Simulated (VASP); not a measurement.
Here is a VASP 6.6.1 calculation.

POSCAR

```
InP
1.0
    0.0000000000      2.9305000000      2.9305000000
    2.9305000000      0.0000000000      2.9305000000
    2.9305000000      2.9305000000      0.0000000000
In P
1 1
Direct
    0.0000000000      0.0000000000      0.0000000000
    0.2500000000      0.2500000000      0.2500000000
```

The input INCAR.step1:

```
SYSTEM = InP
ALGO = Normal
EDIFF = 1E-4
ENCUT = 600
GGA = PE
ISMEAR = 0
LASPH = .TRUE.
LCHARG = .FALSE.
LREAL = .FALSE.
LWAVE = .TRUE.
NELM = 100
PREC = Accurate
SIGMA = 0.02
```

File INCAR.step2:

```
SYSTEM = InP
ALGO = Normal
EDIFF = 1E-6
EDIFFG = -0.01
ENCUT = 600
IBRION = 2
ISIF = 3
ISMEAR = 0
ISTART = 1
LASPH = .TRUE.
LCHARG = .FALSE.
LMIXTAU = .TRUE.
LREAL = .FALSE.
LWAVE = .FALSE.
METAGGA = R2SCAN
NELM = 100
NSW = 80
PREC = Accurate
SIGMA = 0.02
```

File KPOINTS:

```
k-points
0
G
  10 10 10
  0 0 0
```

Potentials or basis: VASP PAW PBE potentials, release 64 (In_d, P).

Run with:

```bash
$ cat potpaw_PBE.64/In_d/POTCAR potpaw_PBE.64/P/POTCAR > POTCAR
$ cp INCAR.step1 INCAR
$ mpirun -np 1 vasp_std > vasp.out
$ cp INCAR.step2 INCAR
$ mpirun -np 1 vasp_std > vasp.out
```

(1) Estimate the band gap on the k mesh.

(2) Predict the relaxed volume.

Results:

(1) 1.04 eV.

(2) 25.73 Å³/atom.

Caveat: the PAW data sets were made with another functional, which shifts forces and pressure a little; spin-orbit coupling is left out, which moves the levels of the heavy elements.
